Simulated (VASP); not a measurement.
# Al (P6_3/mmc) in VASP: further runs, part 2 of 2

VASP 6.6.1. Earlier steps stand in the parts before.

**4. Single point, PBE+D3(BJ)**

This run uses another cell than the first one, of 12.29 Å³/atom.

The input, INCAR:

```
SYSTEM = Al
PREC     = Accurate       ! precision mode
ENCUT    = 520            ! plane-wave cutoff, eV
EDIFF    = 1E-7           ! SCF threshold, eV
ISMEAR   = 0              ! smearing method
SIGMA    = 0.15           ! smearing width, eV
LREAL    = .False.        ! projectors in reciprocal space
LASPH    = .True.         ! aspherical terms in the spheres
NELM     = 60             ! most SCF steps
ALGO     = Normal         ! electronic algorithm
ISIF     = 2              ! what is computed and relaxed
LWAVE    = .False.        ! write WAVECAR
LCHARG   = .False.        ! write CHGCAR
GGA      = PE             ! functional
IVDW     = 12             ! dispersion correction
NBANDS   = 14             ! bands
```

The input, KPOINTS:

```
Automatic mesh
0
Gamma
  18 18 4
  0 0 0
```

The input, POSCAR:

```
Al
1.0
    2.6568000000      0.0000000000      0.0000000000
   -1.3284000000      2.3008562928      0.0000000000
    0.0000000000      0.0000000000      8.0434000000
Al
4
Direct
    0.0000000000      0.0000000000      0.0000000000
    0.3333333333      0.6666666667      0.2500000000
    0.0000000000      0.0000000000      0.5000000000
    0.6666666667      0.3333333333      0.7500000000
```

Potentials or basis: VASP PAW PBE potentials, release 64 (Al).

Started as:

```bash
$ cat potpaw_PBE.64/Al/POTCAR > POTCAR
$ mpirun -np 1 vasp_std > vasp.out
```

OUTCAR:

```text
SYSTEM = Al
   PREC = Accurate
   ENCUT = 520
   EDIFF = 1E-7
   ISMEAR = 0
   LREAL = .False.
   LASPH = .True.
   NELM = 60
   ISIF = 2
   GGA = PE
   IVDW = 12
 IVDW          = 12

 ion  position               nearest neighbor table
   1  0.000  0.000  0.000-   2 2.53   4 2.53   4 2.53   2 2.53   4 2.53   2 2.53
   2  0.333  0.667  0.250-   1 2.53   3 2.53   1 2.53   3 2.53   1 2.53   3 2.53
   3  0.000  0.000  0.500-   2 2.53   4 2.53   4 2.53   2 2.53   4 2.53   2 2.53
   4  0.667  0.333  0.750-   1 2.53   3 2.53   1 2.53   3 2.53   1 2.53   3 2.53

  LATTYP: Found a hexagonal cell.
 ALAT       =     2.6568000000
 C/A-ratio  =     3.0274766637

  Lattice vectors:

 A1 = (   2.6568000000,   0.0000000000,   0.0000000000)
 A2 = (  -1.3284000000,   2.3008562928,   0.0000000000)
 A3 = (   0.0000000000,   0.0000000000,   8.0434000000)

Analysis of symmetry for initial positions (statically):
=====================================================================
 Subroutine PRICEL returns:
 Original cell was already a primitive cell.

 Routine SETGRP: Setting up the symmetry group for a
 hexagonal supercell.

 Subroutine GETGRP returns: Found 24 space group operations
 (whereof 12 operations were pure point group operations)
 out of a pool of 24 trial point group operations.

The static configuration has the point symmetry D_3d.
 The point group associated with its full space group is D_6h.

Analysis of symmetry for dynamics (positions and initial velocities):
=====================================================================
 Subroutine PRICEL returns:
 Original cell was already a primitive cell.

 Routine SETGRP: Setting up the symmetry group for a
 hexagonal supercell.

 Subroutine GETGRP returns: Found 24 space group operations
 (whereof 12 operations were pure point group operations)
 out of a pool of 24 trial point group operations.

The dynamic configuration has the point symmetry D_3d.
 The point group associated with its full space group is D_6h.

[... 134 lines left out ...]
 Gauss-broadening in eV      SIGMA  =   0.15
  energy-cutoff  :      520.00
  volume of cell :       49.17
 maximum number of plane-waves:      1350
 NGX is ok and might be reduce to    20
   NGX =  9   NGY =  9   NGZ = 29

 number of electron      12.0000000 magnetization

 Free energy of the ion-electron system (eV)
  ---------------------------------------------------
  ext. energy  EPLUGINS =         0.00000000
  ---------------------------------------------------
  free energy    TOTEN  =       -13.00452395 eV

  energy without entropy =      -12.99029799  energy(sigma->0) =      -12.99741097

 E-fermi :  11.3565     XC(G=0): -11.3119

 val. band max:       11.3156372202   @ k =   0.3333   0.2778   0.0000
 cond. band min:      11.3597555416   @ k =   0.2778   0.0556   0.5000
 fundamental gap:      0.0441183214
 Fermi energy:        11.3565239974

 k-point     1 :       0.0000    0.0000    0.0000
  band No.  band energies     occupation
      1      -1.8871      2.00000
      2       0.3642      2.00000
      3       0.3729      2.00000
      4       6.2321      2.00000
      5       7.6537      2.00000
      6      17.1719      0.00000
      7      17.2283      0.00000
      8      23.0449      0.00000
      9      23.0449      0.00000
     10      23.1349      0.00000
     11      23.1349      0.00000
     12      24.0923      0.00000
     13      24.0951      0.00000
     14      24.1101      0.00000
[... 377 lines left out ...]
      1       3.7246      2.00000
      2       5.7699      2.00000
      3       5.8131      2.00000
      4       6.6387      2.00000
      5       8.8494      2.00000
      6       8.8760      2.00000
      7      11.4275      0.50342
      8      12.5621      0.00000
      9      14.0519      0.00000
     10      14.1841      0.00000
     11      16.0754      0.00000
     12      16.3910      0.00000
     13      17.3789      0.00000
     14      21.1695      0.00000

 [... further k-points ...]

------------------------ aborting loop because EDIFF is reached ----------------------------------------

 Edisp (eV)   -1.82790

 E8    (eV) :    -0.8214

  FORCE on cell =-STRESS in cart. coord.  units (eV):
  Direction    XX          YY          ZZ          XY          YZ          ZX
  --------------------------------------------------------------------------------------
  -------------------------------------------------------------------------------------
  Total      10.04421    10.04421    15.77141     0.00000     0.00000     0.00000
  in kB     327.29415   327.29415   513.91725     0.00000     0.00000     0.00000
  external pressure =      389.50 kB  Pullay stress =        0.00 kB

 VOLUME and BASIS-vectors are now :
 -----------------------------------------------------------------------------
  energy-cutoff  :      520.00
  volume of cell :       49.17
      direct lattice vectors                 reciprocal lattice vectors
     2.656800000  0.000000000  0.000000000     0.376392653  0.217310399  0.000000000
    -1.328400000  2.300856293  0.000000000     0.000000000  0.434620799  0.000000000
     0.000000000  0.000000000  8.043400000     0.000000000  0.000000000  0.124325534

 POSITION                                       TOTAL-FORCE (eV/Angst)
 -----------------------------------------------------------------------------------
      0.00000      0.00000      0.00000        -0.000000     -0.000000      0.000000
     -0.00000      1.53390      2.01085         0.000000     -0.000000      0.000000
      0.00000      0.00000      4.02170        -0.000000     -0.000000      0.000000
      1.32840      0.76695      6.03255        -0.000000      0.000000     -0.000000
 -----------------------------------------------------------------------------------
    total drift:                               -0.000000      0.000000     -0.000000

  FREE ENERGIE OF THE ION-ELECTRON SYSTEM (eV)
  ---------------------------------------------------
  free  energy   TOTEN  =       -14.8324219208 eV

  energy  without entropy=      -14.8181959656  energy(sigma->0) =      -14.82530894
```

Wall time 88 s (1 thread of Intel Xeon 8259CL, shared host); peak memory 0.2 GiB.

Results:

| Quantity | Value |
| --- | --- |
| Free energy | -14.8324 eV |
| Pressure | 39.0 GPa |
| Band gap on the k mesh | zero (bands 6 and 7 overlap by 7.78 eV) |
| Dispersion energy per atom | -0.457 eV |

Caveat: the stress differs along the axes, from 33 to 51 GPa.

**5. Single point, PBE+D3(BJ)**

This run uses another cell than the first one, of 12.42 Å³/atom.

The input, INCAR:

```
SYSTEM = Al
PREC = Accurate ; ENCUT = 520
EDIFF = 1E-6 ; ISMEAR = 0
SIGMA = 0.15 ; LREAL = .False.
LASPH = .True. ; NELM = 60
ALGO = Normal ; ISIF = 2
LWAVE = .False. ; LCHARG = .False.
GGA = PE ; IVDW = 12
NBANDS = 14
```

The input, KPOINTS:

```
regular mesh
0
Gamma
  18 18 4
  0 0 0
```

The input, POSCAR:

```
Al
1.0
    2.8144222649      0.0000000000      0.0000000000
   -1.4072111325      2.4373611784      0.0000000000
    0.0000000000      0.0000000000      7.2450000000
Al
4
Direct
    0.0000000000      0.0000000000      0.0000000000
    0.3333333333      0.6666666667      0.2500000000
    0.0000000000      0.0000000000      0.5000000000
    0.6666666667      0.3333333333      0.7500000000
```

Started as:

```bash
$ cat potpaw_PBE.64/Al/POTCAR > POTCAR
$ mpirun -np 1 vasp_std > vasp.out
```

It took 78 s on 1 thread of Intel Xeon 8259CL, shared host; peak memory 0.22 GiB.

The run converged. Its results:

| Quantity | Value |
| --- | --- |
| Free energy | -13.8244 eV |
| Pressure | 45.5 GPa |
| Band gap on the k mesh | zero (bands 6 and 7 overlap by 11.35 eV) |
| Dispersion energy per atom | -0.452 eV |

Stress tensor (GPa, compression positive):
```
30.83  0.00  0.00
 0.00 30.83  0.00
 0.00  0.00 74.89
```

Levels at points of the mesh, in eV from the Fermi level:
| k point | band 2 | band 3 | band 4 | band 5 | band 6 | band 7 | band 8 | band 9 | band 10 | band 11 |
| --- | --- | --- | --- | --- | --- | --- | --- | --- | --- | --- |
| (0.00, 0.00, 0.00) | -10.43 | -10.41 | -3.39 | -1.45 | 8.89 | 8.89 | 9.15 | 9.15 | 9.17 | 9.72 |
| (0.50, 0.00, 0.00) | -7.07 | -5.10 | -4.94 | -4.02 | -3.89 | 1.89 | 2.20 | 3.08 | 3.87 | 4.36 |
| (0.00, 0.00, 0.50) | -12.49 | -7.08 | -7.08 | 3.27 | 3.27 | 9.38 | 9.38 | 9.38 | 9.38 | 9.69 |
| (0.50, 0.00, 0.50) | -6.58 | -6.42 | -6.42 | -1.68 | -1.68 | -0.84 | -0.84 | 4.43 | 4.43 | 5.25 |

Caveat: the stress differs along the axes, from 31 to 75 GPa.

**6. Single point, PBE+D3(BJ)**

This run uses another cell than the first one, of 12.39 Å³/atom.

The input, INCAR:

```
SYSTEM = Al
ALGO = Fast
EDIFF = 1E-7
ENCUT = 520
GGA = PE
ISIF = 2
ISMEAR = 0
IVDW = 12
LASPH = .True.
LCHARG = .False.
LREAL = .False.
LWAVE = .False.
NBANDS = 14
NELM = 100
PREC = Accurate
SIGMA = 0.15
```

The input, KPOINTS:

```
k-points
0
Gamma
  18 18 4
  0 0 0
```

The input, POSCAR:

```
Al
1.0
    2.7356000000      0.0000000000      0.0000000000
   -1.3678000000      2.3690990946      0.0000000000
    0.0000000000      0.0000000000      7.6442000000
Al
4
Direct
    0.0000000000      0.0000000000      0.0000000000
    0.3333333333      0.6666666667      0.2500000000
    0.0000000000      0.0000000000      0.5000000000
    0.6666666667      0.3333333333      0.7500000000
```

Potentials or basis: VASP PAW PBE potentials, release 64 (Al).

Started as:

```bash
$ cat potpaw_PBE.64/Al/POTCAR > POTCAR
$ mpirun -np 1 vasp_std > vasp.out
```

OUTCAR:

```text
SYSTEM = Al
   EDIFF = 1E-7
   ENCUT = 520
   GGA = PE
   ISIF = 2
   ISMEAR = 0
   IVDW = 12
   LASPH = .True.
   LREAL = .False.
   NELM = 100
   PREC = Accurate
 IVDW          = 12

 ion  position               nearest neighbor table
   1  0.000  0.000  0.000-   2 2.48   4 2.48   4 2.48   2 2.48   4 2.48   2 2.48
   2  0.333  0.667  0.250-   1 2.48   3 2.48   1 2.48   3 2.48   1 2.48   3 2.48
   3  0.000  0.000  0.500-   2 2.48   4 2.48   4 2.48   2 2.48   4 2.48   2 2.48
   4  0.667  0.333  0.750-   1 2.48   3 2.48   1 2.48   3 2.48   1 2.48   3 2.48

[... 615 lines left out ...]
  Direction    XX          YY          ZZ          XY          YZ          ZX
  --------------------------------------------------------------------------------------
  -------------------------------------------------------------------------------------
  Total       8.86982     8.86982    20.13012     0.00000     0.00000     0.00000
  in kB     286.85188   286.85188   651.01215     0.00000     0.00000     0.00000
  external pressure =      408.24 kB  Pullay stress =        0.00 kB

 VOLUME and BASIS-vectors are now :
 -----------------------------------------------------------------------------
  energy-cutoff  :      520.00
  volume of cell :       49.54
      direct lattice vectors                 reciprocal lattice vectors
     2.735600000  0.000000000  0.000000000     0.365550519  0.211050691  0.000000000
    -1.367800000  2.369099095  0.000000000     0.000000000  0.422101381  0.000000000
     0.000000000  0.000000000  7.644200000     0.000000000  0.000000000  0.130818137

 POSITION                                       TOTAL-FORCE (eV/Angst)
 -----------------------------------------------------------------------------------
      0.00000      0.00000      0.00000         0.000000      0.000000      0.000000
     -0.00000      1.57940      1.91105        -0.000000     -0.000000      0.000000
      0.00000      0.00000      3.82210         0.000000      0.000000      0.000000
      1.36780      0.78970      5.73315        -0.000000      0.000000     -0.000000
 -----------------------------------------------------------------------------------
    total drift:                               -0.000000      0.000000     -0.000000

  FREE ENERGIE OF THE ION-ELECTRON SYSTEM (eV)
  ---------------------------------------------------
  free  energy   TOTEN  =       -14.4468632988 eV

  energy  without entropy=      -14.4316301936  energy(sigma->0) =      -14.43924675
```

It took 1.8 min on 1 thread of Intel Xeon 8259CL, shared host; peak memory 0.2 GiB.

Results:

```
Free energy                : -14.4469 eV
Pressure                   : 40.8 GPa
Band gap on the k mesh     : zero (bands 6 and 7 overlap by 9.72 eV)
Dispersion energy per atom : -0.453 eV
```

Levels at points of the mesh, in eV from the Fermi level:
```tsv
k point	band 4	band 5	band 6	band 7	band 8	band 9
(0.00, 0.00, 0.00)	-4.32	-2.57	7.59	7.76	10.33	10.33
(0.50, 0.00, 0.00)	-4.90	-3.90	-3.85	1.37	1.67	3.02
(0.00, 0.00, 0.50)	-7.68	1.77	1.77	10.72	10.72	10.72
(0.50, 0.00, 0.50)	-6.15	-1.87	-1.87	-1.08	-1.08	5.44
```

Caveat: the stress differs along the axes, from 29 to 65 GPa.

**7. Overview**

| cell | gap on the mesh (eV) | pressure (GPa) |
| --- | --- | --- |
| a = 2.775, b = 2.775, c = 7.245 Å, angles 90.0, 90.0, 120.0°, 4 atoms | none | 51.5 |
| a = 2.696, b = 2.696, c = 7.644 Å, angles 90.0, 90.0, 120.0°, 4 atoms | none | 47.0 |
| a = 2.657, b = 2.657, c = 8.043 Å, angles 90.0, 90.0, 120.0°, 4 atoms | none | 39.0 |
| a = 2.814, b = 2.814, c = 7.245 Å, angles 90.0, 90.0, 120.0°, 4 atoms | none | 45.5 |
| a = 2.736, b = 2.736, c = 7.644 Å, angles 90.0, 90.0, 120.0°, 4 atoms | none | 40.8 |

Alike in all rows: task single point; level PBE+D3(BJ); potentials or basis VASP PAW PBE potentials, release 64 (Al); no spin polarisation; k mesh 18 × 18 × 4; cutoff (eV) 520; smearing gaussian 0.15 eV.

Caveats: the stress differs along the axes, from 36 to 82 GPa (at least some runs); the stress differs along the axes, from 34 to 72 GPa (at least some runs); the stress differs along the axes, from 33 to 51 GPa (at least some runs); the stress differs along the axes, from 31 to 75 GPa (at least some runs); the stress differs along the axes, from 29 to 65 GPa (at least some runs).

Absolute energies hang on the potentials; compare differences alone.

The gap in the log of VASP goes by the Fermi energy; the results here count the filled bands.